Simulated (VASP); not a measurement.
BiTe:

```
Bi Te
1.0
     0.00000    3.23500    3.23500
     3.23500    0.00000    3.23500
     3.23500    3.23500    0.00000
Bi Te
1 1
Direct
  0.00000 0.00000 0.00000
  0.50000 0.50000 0.50000
```

Base run:

```yaml
Program: VASP 6.6.1
Functional: PBE exchange alone
Potentials_or_basis: VASP PAW PBE potentials, release 64 (Bi_d, Te)
Cutoff: 520 eV
k_mesh: 5 × 5 × 5
Occupations: fermi-dirac, width 0.05 eV
Spin: non-collinear spin, zero start, spin-orbit coupling
Starting_moments: "[[0.0, 0.0, 0.0], [0.0, 0.0, 0.0]] μB"
```

Its results: pressure 11.2 GPa; net moment 0.00 μB per cell.

Problem. The run is repeated on the same cell with these changes: functional from PBE exchange alone to r2SCAN; k mesh from 5 × 5 × 5 to 7 × 7 × 7. What comes out?

Solution. Pressure 1.3 GPa; net moment 0.00 μB per cell.

Several settings changed at once.

Caveats: the cell stands under pressure (at least some runs); the PAW data sets were made with another functional, which shifts forces and pressure a little (at least some runs).
